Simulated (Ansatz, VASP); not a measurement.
**One calculation of Zr2O, two programs**

```
CELL_PARAMETERS angstrom
4.80029 -0.04800 0.00000
-0.04800 4.80029 0.00000
0.00000 0.00000 4.80029
ATOMIC_POSITIONS crystal
Zr 0.25000 0.25000 0.75000
Zr 0.75000 0.25000 0.25000
Zr 0.25000 0.75000 0.25000
Zr 0.75000 0.75000 0.75000
O 0.00000 0.00000 0.00000
O 0.50000 0.50000 0.50000
```

Change from the starting cell: strain -0.0200 x Voigt [0, 0, 0, 0, 0, 1], atoms carried along.

Alike in both runs: task single point; functional PBEsol; k mesh 10 × 10 × 10; occupations gaussian, width 0.15 eV; no spin polarisation.

|  | VASP | Ansatz |
| --- | --- | --- |
| version | VASP 6.6.1 | Ansatz 0.2.0 |
| potentials or method | VASP PAW PBE potentials, release 64 (Zr_sv, O), cutoff 520 eV | scalar-relativistic, plane waves, PAW |
| valence electrons in the cell | 60 | 60 |

|  | VASP | Ansatz | Ansatz less VASP |
| --- | --- | --- | --- |
| gap on the k mesh at the Fermi level (eV) | none | none | - |
| pressure (GPa) | 0.3 | 0.1 | -0.25 |
| traceless stress, the component that is largest in VASP (GPa) | 1.72 | 1.69 | -0.021 |
| rms of the force components (eV/Å) | 0.093 | 0.091 | -0.0023 |

VASP's potentials were made for PBE, not for PBEsol. Atom by atom the forces differ by 0.002 eV/Å (rms over components). A gap of «none» marks a metal or a gap that the smearing closes.
